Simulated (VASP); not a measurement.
The system is Sn3C.

```xyz
4
Lattice="2.0038 1.1569 7.3261 -2.0038 1.1569 7.3261 0.0000 -2.3138 7.3261" Properties=species:S:1:pos:R:3 pbc="T T T"
C     2.0038    1.1569    7.3112
Sn    0.0000    0.0000   10.8420
Sn    0.0000    0.0000    7.8932
Sn    0.0000    0.0000   19.7418
```

| Quantity | Value |
| --- | --- |
| Program | VASP 6.6.1 |
| Task | relaxation of cell and atoms |
| Functional | r2SCAN |
| Potentials or basis | VASP PAW PBE potentials, release 64 (C, Sn_d) |
| Cutoff | 600 eV |
| k mesh | 6 × 6 × 6 |
| Occupations | fermi-dirac, width 0.02 eV |
| Spin | no spin polarisation |

At the start: pressure -1.8 GPa; volume 25.47 Å³/atom.

How do energy, volume and symmetry change on relaxing?

Over 7 steps the energy falls by 4.6 meV/atom and the volume is 24.78 Å³/atom (-2.7 %); space group R3m (No. 160, to 0.1 Å) before and after.

The path:
```csv
step,energy change (eV),largest force (eV/Å),pressure (GPa),volume (Å³)
1,0.0000,0.1934,-1.77,101.90
2,-0.0134,0.1523,0.98,97.81
3,-0.0177,0.0930,0.03,99.13
4,-0.0183,0.0348,0.01,99.13
5,-0.0184,0.0302,0.01,99.13
6,-0.0184,0.0079,0.00,99.14
7,-0.0184,0.0043,0.00,99.14
```

Final structure:
```yaml
crystal:
  lattice:
    - [1.99000, 1.14892, 7.22688]
    - [-1.99000, 1.14892, 7.22688]
    - [0.00000, -2.29785, 7.22688]
  atoms:
    - { symbol: C, position: [0.99936, 0.99936, 0.99936] }
    - { symbol: Sn, position: [0.49343, 0.49343, 0.49343] }
    - { symbol: Sn, position: [0.35951, 0.35951, 0.35951] }
    - { symbol: Sn, position: [0.89769, 0.89769, 0.89769] }
```

Caveat: the PAW data sets were made with another functional, which shifts forces and pressure a little.
